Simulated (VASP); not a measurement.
Write the native input for VASP 6.6.1 that does the following.

```yaml
Task: relaxation of cell and atoms
Functional: PBE
Potentials_or_basis: VASP PAW PBE potentials, release 64 (Na_pv, B)
Cutoff: 600 eV
k_mesh: 4 × 4 × 4
Occupations: gaussian, width 0.1 eV
Spin: no spin polarisation
Dipole_correction: no
Further_INCAR_settings: ALGO = Normal; EDIFF = 1e-06; IBRION = 2; EDIFFG = -0.04; NSW = 90; ISIF = 3
```

The structure of NaB2 lies in POSCAR:

```
NaB2
1.0
    0.0000000000      3.5084037600      3.5084037600
    3.5084037600      0.0000000000      3.5084037600
    3.5084037600      3.5084037600      0.0000000000
Na B
2 4
Direct
    0.2500000000      0.2500000000      0.2500000000
    0.5000000000      0.5000000000      0.5000000000
    0.9164066500      0.9164066500      0.9164066500
    0.9164066500      0.9164066500      0.2507800500
    0.9164066500      0.2507800500      0.9164066500
    0.2507800500      0.9164066500      0.9164066500
```

The cell was generated, and may not be a known phase.

One way to write it, as run:

INCAR

```
SYSTEM = NaB2
PREC = Accurate
ENCUT = 600
EDIFF = 1E-6
ISMEAR = 0
SIGMA = 0.1
LREAL = .FALSE.
LASPH = .TRUE.
NELM = 100
ALGO = Normal
ISIF = 3
LWAVE = .FALSE.
LCHARG = .FALSE.
GGA = PE
IBRION = 2
NSW = 90
EDIFFG = -0.04
```

KPOINTS

```
Automatic mesh
0
G
  4 4 4
  0 0 0
```

Potentials or basis: VASP PAW PBE potentials, release 64 (Na_pv, B).

The run is started by

```bash
$ cat potpaw_PBE.64/Na_pv/POTCAR potpaw_PBE.64/B/POTCAR > POTCAR
$ mpirun -np 1 vasp_std > vasp.out
```

It gave:

| Item | Value |
| --- | --- |
| Relaxed volume | 10.26 Å³/atom |
| Relaxed cell | a = 4.432 Å, b = 4.432 Å, c = 4.432 Å, α = 60.00°, β = 60.00°, γ = 60.00° |
| Space group after relaxing (to 0.1 Å) | F-43m (No. 216) |
| Energy gained by relaxing | 118.6 meV/atom |
| Ionic steps | 16 |
| Pressure after relaxing | 0.1 GPa |
| Largest force after relaxing | 0.036 eV/Å |
| Band gap on the k mesh | zero (bands 13 and 14 overlap by 2.24 eV) |

Caveat: the k points lie up to 0.43 Å⁻¹ apart in the final cell, too coarse for converged energies and pressures of a metal; the volume moved by over 15 % at a fixed basis, so the end points are rough.

Wall time 2.5 min on 1 thread of Intel(R) Xeon(R) Platinum 8488C (Sapphire Rapids), with other jobs on the host, peak memory 0.23 GiB.
